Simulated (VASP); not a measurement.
Set up this calculation in VASP 6.6.1, as the native input.

```yaml
Task: single point
Functional: PBE
Potentials_or_basis: VASP PAW PBE potentials, release 64 (Li_sv, H)
Cutoff: 520 eV
k_mesh: 3 × 3 × 3
Occupations: gaussian, width 0.1 eV
Spin: no spin polarisation
Dipole_correction: no
Further_INCAR_settings: LREAL = Auto; ALGO = Normal; EDIFF = 1e-07; NBANDS = 38
```

The structure of Li16H (a cell with a defect) lies in POSCAR:

```
Li16H
1.0
    6.9800000000      0.0000000000      0.0000000000
    0.0000000000      6.9800000000      0.0000000000
    0.0000000000      0.0000000000      6.9800000000
Li H
16 1
Direct
    0.0146775072      0.0319305158      0.0003449857
    0.4908173352     -0.0009865330      0.0002484241
    0.0137025788      0.4640266476      0.0003074499
   -0.0114829513     -0.0047174785      0.5001997135
    0.2502532951      0.2488376791      0.2624825215
    0.4931904011      0.4981330946      0.0002108883
    0.5019415473     -0.0216898281      0.5003027221
    0.7343292264      0.2474522923      0.2608113181
   -0.0131525788      0.5013212034      0.5002369628
    0.2390250716      0.7476050143      0.2519782235
    0.2501756447      0.2487926934      0.7380153295
    0.5032031519      0.5179392550      0.5003392550
    0.7599739255      0.7490093123      0.2320809456
    0.7344540115      0.2474051576      0.7397667622
    0.2388899713      0.7476421203      0.7485795129
    0.7600580229      0.7490488539      0.7684418338
    0.1854597421      0.2478836676      0.0002618911
```

One way to write it, as run:

INCAR

```
  PREC = Accurate
  ENCUT = 520
  EDIFF = 1E-7
  ISMEAR = 0
  SIGMA = 0.1
  LREAL = Auto
  LASPH = T
  NELM = 100
  ALGO = Normal
  ISIF = 2
  LWAVE = F
  LCHARG = F
  GGA = PE
  NBANDS = 38
```

KPOINTS

```
regular mesh
0
Gamma
  3 3 3
```

Potentials or basis: VASP PAW PBE potentials, release 64 (Li_sv, H).

The run is started by

```sh
$ cat potpaw_PBE.64/Li_sv/POTCAR potpaw_PBE.64/H/POTCAR > POTCAR
$ mpirun -np 1 vasp_std > vasp.out
```

Results of the run:

| Property | Result |
| --- | --- |
| Largest force | 0.016 eV/Å |

Wall time 8.6 min on 1 thread of Oxide Virtual Turin-like Processor (shared host), peak memory 0.38 GiB.
